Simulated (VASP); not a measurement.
**Mg2Sb2Pb: single point with PBE**

Mg2Sb2Pb:

```xyz
5
Lattice="-2.1711 3.4754 4.4755 4.3422 0.0000 0.0000 2.1711 3.4754 -4.4755" Properties=species:S:1:pos:R:3 pbc="T T T"
Pb    0.0000    0.0000    0.0000
Mg    0.0000    3.4754    1.9711
Mg    4.3422    3.4754   -1.9711
Sb    2.1711    4.8767    0.0000
Sb    2.1711    2.0741    0.0000
```

```
Program                 : VASP 6.6.1
Task                    : single point
Functional              : PBE
Potentials or basis     : VASP PAW PBE potentials, release 64 (Pb_d, Mg, Sb)
Cutoff                  : 520 eV
k mesh                  : 8 × 8 × 8
Occupations             : fermi-dirac, width 0.1 eV
Spin                    : no spin polarisation
Dipole correction       : no
k mesh for the DOS      : 12 × 12 × 12
Occupations for the DOS : tetrahedron
Further INCAR settings  : ALGO = Normal; EDIFF = 1e-06; NBANDS = 22
```

| Item | Value |
| --- | --- |
| Valence electrons inside the program's atomic spheres | Pb 12.07; Mg 0.29; Sb 2.47 |

Levels at points of the mesh, in eV from the Fermi level:
```tsv
k point	band 12	band 13	band 14	band 15	band 16	band 17
(0.00, 0.00, 0.00)	-2.44	-1.73	-0.88	0.12	0.80	1.29
(0.50, 0.00, 0.00)	-1.90	-1.63	0.35	0.54	1.17	2.73
(0.00, 0.50, 0.00)	-3.09	-1.91	-1.03	0.83	1.19	2.01
(0.50, 0.50, 0.00)	-2.57	-1.98	-0.34	-0.21	0.81	1.21
(0.50, 0.00, 0.50)	-0.33	0.55	0.93	1.10	1.19	1.96
```

It took 6.2 min on 1 thread of Intel(R) Xeon(R) 6975P-C (Granite Rapids) (shared host), peak memory 0.93 GiB.

Caveat: spin-orbit coupling is left out, which moves the levels of the heavy elements.
